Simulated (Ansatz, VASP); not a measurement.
## One calculation of CdS, two programs

File INCAR:

```
  PREC = Accurate
  ENCUT = 520
  EDIFF = 1E-7
  ISMEAR = -1
  SIGMA = 0.02
  LREAL = F
  LASPH = T
  NELM = 80
  ALGO = Normal
  ISIF = 2
  LWAVE = F
  LCHARG = F
  GGA = PE
  NBANDS = 16
```

KPOINTS

```
regular mesh
0
Gamma
  8 8 8
```

The input POSCAR:

```
CdS
1.0
   -0.0872730497      2.9207194175      2.9207194175
    2.9207194175     -0.0872730497      2.9207194175
    2.9207194175      2.9207194175     -0.0872730497
Cd S
1 1
Direct
   -0.0032325316     -0.0032325316     -0.0032325316
    0.2532325316      0.2532325316      0.2532325316
```

Input for Ansatz:

```yaml
crystal:
  lattice:
    - [-0.0872730497, 2.9207194175, 2.9207194175]
    - [2.9207194175, -0.0872730497, 2.9207194175]
    - [2.9207194175, 2.9207194175, -0.0872730497]
  atoms:
    - { symbol: Cd, position: [-0.0032325316, -0.0032325316, -0.0032325316] }
    - { symbol: S, position: [0.2532325316, 0.2532325316, 0.2532325316] }
kpoints:
  mp_grid: { grid: [8, 8, 8] }
  band_path:
    path:
      - [0.0, 0.0, 0.0]
      - [-0.5, -0.5, 0.0]
      - [-0.375, -0.375, 0.25]
      - [-0.375, 0.0, 0.375]
      - [0.0, 0.0, 0.5]
      - [-0.5, -0.25, 0.25]
    npoints: 1
hamiltonian:
  xc: pbe
scf:
  occupations: { method: fermi_dirac, width: 0.02 }
  n_extra_bands: 4
output:
  forces: true
  stress: true
  eigenvalues: true
```

Change from the starting cell: epitaxial_111 strain +2.3%.

Alike in both runs: task single point; functional PBE; k mesh 8 × 8 × 8; occupations fermi-dirac, width 0.02 eV; no spin polarisation.

|  | VASP | Ansatz |
| --- | --- | --- |
| version | VASP 6.6.1 | Ansatz 0.2.0 |
| potentials or method | VASP PAW PBE potentials, release 64 (Cd, S) | plane waves, PAW |
| plane-wave cutoff (eV) | 520 | 420 |
| valence electrons in the cell | 18 | 26 |

Ansatz gave:

| Item | Value |
| --- | --- |
| gap on the k mesh at the Fermi level (eV) | 0.93 |
| pressure (GPa) | -0.1 |
| traceless stress, the component that is largest in VASP (GPa) | 0.72 |

**Question.** Estimate VASP's values.

**Answer.** gap on the k mesh at the Fermi level (eV): 0.94; pressure (GPa): 0.2; traceless stress, the component that is largest in VASP (GPa): 0.73.

VASP's potentials hold 18 valence electrons a cell and Ansatz's 26, so a difference there can come from the potentials and not from the codes.
